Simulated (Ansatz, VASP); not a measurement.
**Two plane-wave programs on Sb**

```
Sb
1.0
     0.00000    2.32405    2.32405
     2.32405    0.00000    2.32405
     2.32405    2.32405    0.00000
Sb
1
Cartesian
  0.0000 0.0000 0.0000
```

Change from the starting cell: volume scaled by 1.025, PAW files.

Alike in both runs: task electric field gradients; functional PBE; k mesh 12 × 12 × 12; occupations fermi-dirac, width 0.05 eV; no spin polarisation.

```csv
,VASP,Ansatz
version,VASP 6.6.1,Ansatz 0.2.0
potentials or method,"VASP PAW PBE potentials, release 64 (Sb)","PAW with Ansatz's default frozen-core files, scalar-relativistic"
plane-wave cutoff (eV),520,420
valence electrons in the cell,5,15
```

Ansatz gave:

| Item | Value |
| --- | --- |
| pressure (GPa) | 6.5 |

Problem. What did VASP give for the same quantities?

Solution. Pressure (GPa): 6.4.

VASP's potentials hold 5 valence electrons a cell and Ansatz's 15, so a difference there can come from the potentials and not from the codes.

Neither program's run includes spin-orbit coupling.
